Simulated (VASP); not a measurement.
# Al8B4P9N3 (P1) in VASP: relaxation of cell and atoms with PBEsol

Aim: the relaxation of cell and atoms of Al8B4P9N3 with PBEsol.

Everything below comes from runs of VASP 6.6.1. Logs are shortened: lines on timing, memory, paths and dates and some standing lists are left out, and cuts for length are marked.

### Step 1. The cell of the first run

The typed cell holds 24 atoms: a = 7.008 Å, b = 6.853 Å, c = 8.349 Å, α = 91.52°, β = 88.51°, γ = 116.78°.

### Step 2. Relaxation of cell and atoms, PBEsol

Contents of INCAR:

```
PREC     = Accurate       # precision mode
ENCUT    = 600            # plane-wave cutoff, eV
EDIFF    = 1E-6           # SCF threshold, eV
ISMEAR   = 0              # smearing method
SIGMA    = 0.1            # smearing width, eV
LREAL    = Auto         
LASPH    = T              # aspherical terms in the spheres
NELM     = 80             # most SCF steps
ALGO     = Normal         # electronic algorithm
ISIF     = 3              # what is computed and relaxed
LWAVE    = F              # write WAVECAR
LCHARG   = F              # write CHGCAR
GGA      = PS             # functional
IBRION   = 2              # ionic algorithm
NSW      = 45             # ionic steps
EDIFFG   = -0.04          # ionic threshold
ISYM     = 0            
KPAR     = 4
```

Contents of KPOINTS:

```
Automatic mesh
0
Gamma
  4 4 3
```

Contents of POSCAR:

```
Al8B4P9N3
1.0
   -5.1020830574     -4.8017764662      0.1429790750
   -0.0711315997      4.7299289909      4.9590173436
   -4.8719719597      4.7146444435     -4.8726011966
B N Al P
4 3 8 9
Direct
    0.5618541447      0.0439290376      0.0056437758
    0.6641639174      0.3245214439      0.3617004224
    0.5195292997      0.4975514132      0.0136582576
    0.8855455343      0.4014292621      0.0133500735
    0.8076248164      0.1789775305      0.9343350629
    0.6632607187      0.3299150629      0.5546141179
    0.0039885573      0.0026162920      0.2270076106
    0.9892359179      0.0177411254      0.0005438555
    0.8015740078      0.1935095981      0.6953562741
    0.3783085211      0.1906956236      0.6458131342
    0.1502754817      0.2928839138      0.3177474632
    0.8130127839      0.6195931277      0.6422241449
    0.3337981299      0.6778200764      0.6903441055
    0.7189538312      0.8571782382      0.3155827269
    0.1577404915      0.8396162816      0.2797318038
    0.3768808023      0.1882323707      0.9264186172
    0.1462064193      0.3309655695      0.5957099687
    0.5200045329      0.4846906853      0.2538350811
    0.9467710606      0.4618486394      0.2391699569
    0.3832008858      0.7051229121      0.9677731023
    0.8177316895      0.6216357630      0.9228766763
    0.6718134157      0.8492857276      0.5893918041
    0.1607140428      0.8381189550      0.5603791158
    0.5297484499      0.0411055174      0.2418256206
```

Potentials or basis: VASP PAW PBE potentials, release 64 (B, N, Al, P).

On the command line:

```sh
$ cat potpaw_PBE.64/B/POTCAR potpaw_PBE.64/N/POTCAR potpaw_PBE.64/Al/POTCAR potpaw_PBE.64/P/POTCAR > POTCAR
$ mpirun -np 4 vasp_std > vasp.out
```

OUTCAR:

```text
PREC = Accurate
   ENCUT = 600
   EDIFF = 1E-6
   ISMEAR = 0
   LREAL = Auto
   LASPH = T
   NELM = 80
   ISIF = 3
   GGA = PS
   IBRION = 2
   NSW = 45
   EDIFFG = -0.04
   ISYM = 0

 ion  position               nearest neighbor table
   1  0.562  0.044  0.006-   5 1.65  24 1.98  16 2.08  20 2.10
   2  0.664  0.325  0.362-   6 1.61  24 1.99  19 2.03  18 2.03
   3  0.520  0.498  0.014-  21 2.00  18 2.01  16 2.02  20 2.09
   4  0.886  0.401  0.013-   5 1.51  19 1.94  21 1.95
   5  0.808  0.179  0.934-   4 1.51   1 1.65   9 2.00   8 2.12
   6  0.663  0.330  0.555-   2 1.61  12 1.91  10 1.93   9 2.03
   7  0.004  0.003  0.227-   8 1.90  14 1.92  11 1.92  15 1.93
   8  0.989  0.018  0.001-   7 1.90   5 2.12  16 2.49  21 2.50  14 3.12  11 3.13  15 3.15
   9  0.802  0.194  0.695-   5 2.00   6 2.03  22 2.27  17 2.30  12 2.93  10 3.00
  10  0.378  0.191  0.646-   6 1.93  17 2.28  23 2.31  16 2.34   9 3.00  12 3.14
  11  0.150  0.293  0.318-   7 1.92  19 2.32  17 2.33  18 2.37   8 3.13  15 3.14  14 3.15
  12  0.813  0.620  0.642-   6 1.91  22 2.26  23 2.31  21 2.34   9 2.93  10 3.14
  13  0.334  0.678  0.690-  17 2.27  22 2.27  23 2.28  20 2.34
  14  0.719  0.857  0.316-   7 1.92  22 2.30  24 2.31  18 2.34   8 3.12  15 3.14  11 3.15
  15  0.158  0.840  0.280-   7 1.93  23 2.34  19 2.35  24 2.35  14 3.14  11 3.14   8 3.15
  16  0.377  0.188  0.926-   3 2.02   1 2.08  10 2.34   8 2.49
  17  0.146  0.331  0.596-  13 2.27  10 2.28   9 2.30  11 2.33
  18  0.520  0.485  0.254-   3 2.01   2 2.03  14 2.34  11 2.37
  19  0.947  0.462  0.239-   4 1.94   2 2.03  11 2.32  15 2.35
  20  0.383  0.705  0.968-   3 2.09   1 2.10  13 2.34
  21  0.818  0.622  0.923-   4 1.95   3 2.00  12 2.34   8 2.50
  22  0.672  0.849  0.589-  12 2.26  13 2.27   9 2.27  14 2.30
  23  0.161  0.838  0.560-  13 2.28  10 2.31  12 2.31  15 2.34
  24  0.530  0.041  0.242-   1 1.98   2 1.99  14 2.31  15 2.35

IMPORTANT INFORMATION: All symmetrisations will be switched off!
NOSYMM: (Re-)initialisation of all symmetry stuff for point group C_1.

----------------------------------------------------------------------------------------

                                     Primitive cell

  volume of cell :     357.7977

  direct lattice vectors                    reciprocal lattice vectors
    -5.102083057 -4.801776466  0.142979075    -0.129757846 -0.068493420  0.063468044
    -0.071131600  4.729928991  4.959017344    -0.063508080  0.071428644  0.132612997
    -4.871971960  4.714644444 -4.872601197    -0.068441950  0.070685604 -0.068401913

  length of vectors
     7.007763678  6.853403605  8.349025418     0.159864441  0.163467228  0.119831452

  position of ions in fractional coordinates (direct lattice)
     0.561854145  0.043929038  0.005643776
     0.664163917  0.324521444  0.361700422
     0.519529300  0.497551413  0.013658258
     0.885545534  0.401429262  0.013350073
     0.807624816  0.178977530  0.934335063
     0.663260719  0.329915063  0.554614118
[... 16 lines left out ...]
     0.160714043  0.838118955  0.560379116
     0.529748450  0.041105517  0.241825621

  ion indices of the primitive-cell ions
   primitive index   ion index
                 1           1
                 2           2
                 3           3
                 4           4
                 5           5
                 6           6
[... 16 lines left out ...]
                23          23
                24          24

----------------------------------------------------------------------------------------

 KPOINTS: Automatic mesh

Automatic generation of k-mesh.
 Grid dimensions read from file:
 generate k-points for:    4    4    3

 Generating k-lattice:

  Cartesian coordinates                     Fractional coordinates (reciprocal lattice)
    -0.032439461 -0.017123355  0.015867011     0.250000000  0.000000000  0.000000000
    -0.015877020  0.017857161  0.033153249    -0.000000000  0.250000000  0.000000000
    -0.022813983  0.023561868 -0.022800638    -0.000000000  0.000000000  0.333333333

  Length of vectors
     0.039966110  0.040866807  0.039943817

  Shift w.r.t. Gamma in fractional coordinates (k-lattice)
     0.000000000  0.000000000  0.000000000

 Subroutine IBZKPT returns following result:
 ===========================================

 Found     26 irreducible k-points:

 Following reciprocal coordinates:
            Coordinates               Weight
  0.000000  0.000000  0.000000      1.000000
  0.250000  0.000000  0.000000      2.000000
  0.500000  0.000000  0.000000      1.000000
 -0.000000  0.250000  0.000000      2.000000
  0.250000  0.250000 -0.000000      2.000000
  0.500000  0.250000  0.000000      2.000000
[... 16 lines left out ...]
  0.000000 -0.250000  0.333333      2.000000
  0.250000 -0.250000  0.333333      2.000000
 [... further k-points ...]
   k-points           NKPTS =     26   k-points in BZ     NKDIM =     26   number of bands    NBANDS=     61
   number of dos      NEDOS =    301   number of ions     NIONS =     24
   total plane-waves  NPLWV = 219520
   dimension x,y,z NGX =    56 NGY =   56 NGZ =   70
   dimension x,y,z NGXF=   112 NGYF=  112 NGZF=  140
   ions per type =               4   3   8   9
   NGX,Y,Z   is equivalent  to a cutoff of  13.28, 13.58, 13.94 a.u.
   NGXF,Y,Z  is equivalent  to a cutoff of  26.57, 27.17, 27.88 a.u.
 SYSTEM =  unknown system
   PREC   = accura    normal or accurate (medium, high low for compatibility)
   ISTART =      0    job   : 0-new  1-cont  2-samecut
   ICHARG =      2    charge: 1-file 2-atom 10-const
   ISPIN  =      1    spin polarized calculation?
   LNONCOLLINEAR =      F non collinear calculations
   LSORBIT =      F    spin-orbit coupling
   LASPH  =      T    aspherical Exc in radial PAW
   ENCUT  =  600.0 eV  44.10 Ry    6.64 a.u.  14.00 13.69 16.68*2*pi/ulx,y,z
   NELM   =     80;   NELMIN=  2; NELMDL= -5     # of ELM steps
   EDIFF  = 0.1E-05   stopping-criterion for ELM
   LREAL  =      T    real-space projection
   EDIFFG = -.4E-01   stopping-criterion for IOM
   NSW    =     45    number of steps for IOM
   IBRION =      2    ionic relax: 0-MD 1-quasi-New 2-CG
   NFREE  =      1    steps in history (QN), initial steepest desc. (CG)
   ISIF   =      3    stress and relaxation
   ISYM   =      0    0-nonsym 1-usesym 2-fastsym
   POTIM  = 0.5000    time-step for ionic-motion
   TEBEG  =    0.0;   TEEND  =   0.0 temperature during run
   PSTRESS=    0.0 pullay stress
   NELECT =      96.0000    total number of electrons
   NUPDOWN=      -1.0000    fix difference up-down
   EMIN   =  10.00;   EMAX   =-10.00  energy-range for DOS
   EFERMI =   0.00;   METHOD = LEGACY
   ISMEAR =     0;   SIGMA  =   0.10  broadening in eV -4-tet -1-fermi 0-gaus
   EFERMI_NEDOS =   21; number of points for ismear=-14 and -15
   IALGO  =     38    algorithm
   IMIX   =      4    mixing-type and parameters
     AMIX     =   0.40;   BMIX     =  1.00
     AMIX_MAG =   1.60;   BMIX_MAG =  1.00
  volume/ion in A,a.u.               =      14.91       100.61
  Fermi-wavevector in a.u.,A,eV,Ry     =   1.055892  1.995346 15.169235  1.114907
  Thomas-Fermi vector in A             =   2.191107
   LORBIT       =      0    0 simple, 1 ext, 2 COOP (PROOUT), +10 PAW based schemes
   GGA     = PS    functional components
   LHFCALC =     F    Hartree Fock is set to
   AEXX    =    0.0000 exact exchange contribution
   IVDW    =     0    specifies the selected vdW correction
   LEPSILON=     F    determine dielectric tensor
   LRPA    =     F    only Hartree local field effects (RPA)
 conjugate gradient relaxation of ions
 non-spin polarized calculation
 Gauss-broadening in eV      SIGMA  =   0.10
  energy-cutoff  :      600.00
  volume of cell :      357.80
 maximum number of plane-waves:     11965
   NGX = 27   NGY = 27   NGZ = 33

--------------------------------------- Ionic step        1  -------------------------------------------

 number of electron      96.0000000 magnetization

 Free energy of the ion-electron system (eV)
  ---------------------------------------------------
  ext. energy  EPLUGINS =         0.00000000
  ---------------------------------------------------
  free energy    TOTEN  =      -149.06579719 eV

  energy without entropy =     -149.06546679  energy(sigma->0) =     -149.06563199

------------------------ aborting loop because EDIFF is reached ----------------------------------------

  FORCE on cell =-STRESS in cart. coord.  units (eV):
  Direction    XX          YY          ZZ          XY          YZ          ZX
  --------------------------------------------------------------------------------------
  -------------------------------------------------------------------------------------
  Total       -0.3398407      1.7004108     -0.0626074      0.4528970      0.7342384      0.4591906
  in kB       -1.5217681      7.6142453     -0.2803486      2.0280209      3.2878359      2.0562032
  external PRESSURE =       1.9373762 kB  Pullay stress =       0.0000000 kB
[... 155 lines left out ...]
  FREE ENERGIE OF THE ION-ELECTRON SYSTEM (eV)
  ---------------------------------------------------
  free  energy   TOTEN  =      -149.0773449724 eV

  energy  without entropy=     -149.0771546627  energy(sigma->0) =     -149.07724982

[... ionic steps 4 to 7 ...]

--------------------------------------- Ionic step        8  -------------------------------------------

 number of electron      96.0000001 magnetization

------------------------ aborting loop because EDIFF is reached ----------------------------------------

  FORCE on cell =-STRESS in cart. coord.  units (eV):
  Direction    XX          YY          ZZ          XY          YZ          ZX
  --------------------------------------------------------------------------------------
  -------------------------------------------------------------------------------------
  Total       -0.0267463     -0.1362197     -0.0079262     -0.0456642      0.0002611     -0.1002336
  in kB       -0.1194974     -0.6086047     -0.0354126     -0.2040194      0.0011664     -0.4478254
  external PRESSURE =      -0.2545049 kB  Pullay stress =       0.0000000 kB
[... 101 lines left out ...]
  energy  without entropy=     -149.0849782032  energy(sigma->0) =     -149.08503733

--------------------------------------- Ionic step       10  -------------------------------------------

 number of electron      96.0000001 magnetization

 Free energy of the ion-electron system (eV)
  ---------------------------------------------------
  ext. energy  EPLUGINS =         0.00000000
  ---------------------------------------------------
  free energy    TOTEN  =      -149.08573565 eV

  energy without entropy =     -149.08562756  energy(sigma->0) =     -149.08568161

 E-fermi :   6.5104     XC(G=0): -10.1984

 val. band max:        6.3064453681   @ k =  -0.2500  -0.0000   0.3333
 cond. band min:       6.6881683414   @ k =   0.0000   0.0000   0.0000
 fundamental gap:      0.3817229733
 Fermi energy:         6.5103864119

 k-point     1 :       0.0000    0.0000    0.0000
  band No.  band energies     occupation
      1     -10.4475      2.00000
      2      -9.4579      2.00000
      3      -9.0789      2.00000
      4      -6.5775      2.00000
      5      -5.5447      2.00000
      6      -5.1886      2.00000
[... 1501 lines left out ...]
     59       9.9518      0.00000
     60      10.0396      0.00000

 [... further k-points ...]

 [bands above 60 left out]

------------------------ aborting loop because EDIFF is reached ----------------------------------------

  FORCE on cell =-STRESS in cart. coord.  units (eV):
  Direction    XX          YY          ZZ          XY          YZ          ZX
  --------------------------------------------------------------------------------------
  -------------------------------------------------------------------------------------
  Total       -0.0118373     -0.0669991      0.0896122     -0.0149248      0.0375737     -0.0120052
  in kB       -0.0529029     -0.2994314      0.4004936     -0.0667016      0.1679240     -0.0536534
  external PRESSURE =       0.0160531 kB  Pullay stress =       0.0000000 kB
[... 39 lines left out ...]
  FREE ENERGIE OF THE ION-ELECTRON SYSTEM (eV)
  ---------------------------------------------------
  free  energy   TOTEN  =      -149.0857356520 eV

  energy  without entropy=     -149.0856275615  energy(sigma->0) =     -149.08568161

 reached required accuracy - stopping structural energy minimisation
```

It took 47 min on 4 MPI ranks of Oxide Virtual Turin-like, shared host; peak memory 0.83 GiB.

What came out:

```yaml
Free_energy: -149.0857 eV
Relaxed_volume: 14.94 Å³/atom
Relaxed_cell: a = 7.042 Å, b = 6.885 Å, c = 8.347 Å, α = 91.08°, β = 88.94°, γ = 117.61°
Space_group_after_relaxing_to_0.1_Å: P1 (No. 1)
Energy_gained_by_relaxing: 0.8 meV/atom
Ionic_steps: 10
Pressure_after_relaxing: 0.0 GPa
Largest_force_after_relaxing: 0.027 eV/Å
Band_gap_on_the_k_mesh: 0.38 eV (least direct gap 0.40 eV)
```

Forces in eV/Å, atoms in the order of the input:
```
B    0.008 -0.007 -0.005
B    0.012 -0.001 -0.002
B    0.005 -0.008 -0.008
B   -0.019 -0.001  0.007
N    0.003  0.006  0.001
N   -0.005  0.008 -0.003
N   -0.001  0.009  0.003
Al   0.009  0.022  0.012
Al  -0.003  0.021 -0.008
Al   0.007 -0.003 -0.003
Al  -0.003 -0.001  0.020
Al  -0.010 -0.002  0.006
Al   0.009 -0.013  0.008
Al   0.014 -0.004 -0.002
Al   0.005  0.022  0.006
P   -0.012 -0.009 -0.014
P   -0.002 -0.009 -0.019
P    0.002 -0.006 -0.002
P   -0.003  0.001  0.011
P    0.002 -0.007 -0.004
P   -0.002  0.006 -0.005
P   -0.017 -0.011  0.002
P   -0.013 -0.021  0.000
P    0.014  0.008 -0.002
```

Step by step:
```
step  energy change (eV)  largest force (eV/Å)  pressure (GPa)  volume (Å³)
   1              0.0000                0.1599            0.19       357.80
   2             -0.0101                0.0801           -0.11       358.73
   3             -0.0115                0.0969           -0.27       359.24
   4             -0.0166                0.0982            0.08       358.42
   5             -0.0166                0.0940            0.07       358.44
   6             -0.0184                0.0564            0.01       358.53
   7             -0.0184                0.0695            0.00       358.54
   8             -0.0193                0.0522           -0.03       358.60
   9             -0.0193                0.0555           -0.03       358.61
  10             -0.0199                0.0270            0.00       358.49
```

Final structure:
```cif
data_structure
_symmetry_space_group_name_H-M 'P 1'
_symmetry_Int_Tables_number 1
_cell_length_a 7.0416
_cell_length_b 6.8849
_cell_length_c 8.3466
_cell_angle_alpha 91.079
_cell_angle_beta 88.941
_cell_angle_gamma 117.607
_cell_volume 358.49
loop_
_atom_site_label
_atom_site_type_symbol
_atom_site_fract_x
_atom_site_fract_y
_atom_site_fract_z
_atom_site_occupancy
B1 B 0.56116 0.04327 0.00567 1
B2 B 0.66390 0.32561 0.36088 1
B3 B 0.52021 0.49908 0.01385 1
B4 B 0.88602 0.40084 0.01330 1
N1 N 0.80776 0.17824 0.93439 1
N2 N 0.66313 0.33007 0.55410 1
N3 N 0.00361 0.00297 0.22686 1
Al1 Al 0.98912 0.01789 0.99959 1
Al2 Al 0.80061 0.19434 0.69558 1
Al3 Al 0.37766 0.19111 0.64575 1
Al4 Al 0.14917 0.29311 0.31891 1
Al5 Al 0.81311 0.62049 0.64217 1
Al6 Al 0.33453 0.67769 0.69008 1
Al7 Al 0.71852 0.85805 0.31656 1
Al8 Al 0.15694 0.84149 0.27880 1
P1 P 0.37770 0.18904 0.92634 1
P2 P 0.14539 0.32901 0.59751 1
P3 P 0.51990 0.48466 0.25398 1
P4 P 0.94755 0.46183 0.23928 1
P5 P 0.38209 0.70238 0.96759 1
P6 P 0.81732 0.62037 0.92301 1
P7 P 0.67374 0.84999 0.59082 1
P8 P 0.16220 0.83682 0.55834 1
P9 P 0.53062 0.04061 0.24168 1
```

Levels at points of the mesh, in eV from the valence-band top:
```
           k point  band 44  band 45  band 46  band 47  band 48  band 49  band 50  band 51  band 52  band 53
(0.00, 0.00, 0.00)    -0.82    -0.67    -0.54    -0.40    -0.02     0.38     0.86     0.95     1.35     1.49
(0.50, 0.00, 0.00)    -1.38    -1.04    -0.72    -0.52    -0.24     1.30     1.92     2.15     2.32     2.50
(0.00, 0.50, 0.00)    -1.36    -1.18    -0.85    -0.50    -0.26     1.44     1.86     2.05     2.21     2.52
(0.50, 0.50, 0.00)    -1.27    -1.21    -1.07    -0.90    -0.68     1.15     1.79     2.20     2.38     2.51
```

Caveat: semilocal functionals underestimate gaps, and a narrow one can read as zero; the PAW data sets were made with another functional, which shifts forces and pressure a little.
